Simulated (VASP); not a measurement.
Input of a VASP 6.6.1 run:

Contents of INCAR:

```
SYSTEM = AlN
PREC = Accurate
ENCUT = 520
EDIFF = 1E-7
ISMEAR = 0
SIGMA = 0.1
LREAL = .FALSE.
LASPH = .TRUE.
NELM = 150
ALGO = Normal
ISIF = 2
LWAVE = .FALSE.
LCHARG = .FALSE.
ISPIN = 2
MAGMOM = 0 0 0 1 1 1
LORBIT = 11
GGA = PE
NBANDS = 25
```

File KPOINTS:

```
Automatic mesh
0
G
  6 4 6
  0 0 0
```

The input POSCAR:

```
AlN
1.0
    3.5222083400      0.0000000000      0.0000000000
    0.0000000000      4.8871296200      0.0000000000
   -1.4234444400      0.0000000000      3.2217631100
Al N
3 3
Direct
    0.5000000000      0.8086607100      0.5000000000
    0.5000000000      0.1913392900      0.5000000000
    0.5000000000      0.3086608600      0.0000000000
    0.0000000000      0.3086608600      0.5000000000
    0.5000000000      0.6913391400      0.0000000000
    0.0000000000      0.6913391400      0.5000000000
```

Potentials or basis: VASP PAW PBE potentials, release 64 (Al, N).

The run is started by

```sh
$ cat potpaw_PBE.64/Al/POTCAR potpaw_PBE.64/N/POTCAR > POTCAR
$ mpirun -np 1 vasp_std > vasp.out
```

Question: What does it give for the net moment?

Answer: 0.00 μB per cell.

Question: Estimate the band gap on the k mesh.

Answer: Zero (filled and empty bands overlap).

Stress tensor (GPa, compression positive):
```
 50.59   0.00 -40.63
  0.00  97.43   0.00
-40.63   0.00 135.02
```

Caveat: the stress differs along the axes, from 51 to 135 GPa; forces of over 1 eV/Å act on the atoms, so gaps and moduli don't describe the material at rest.
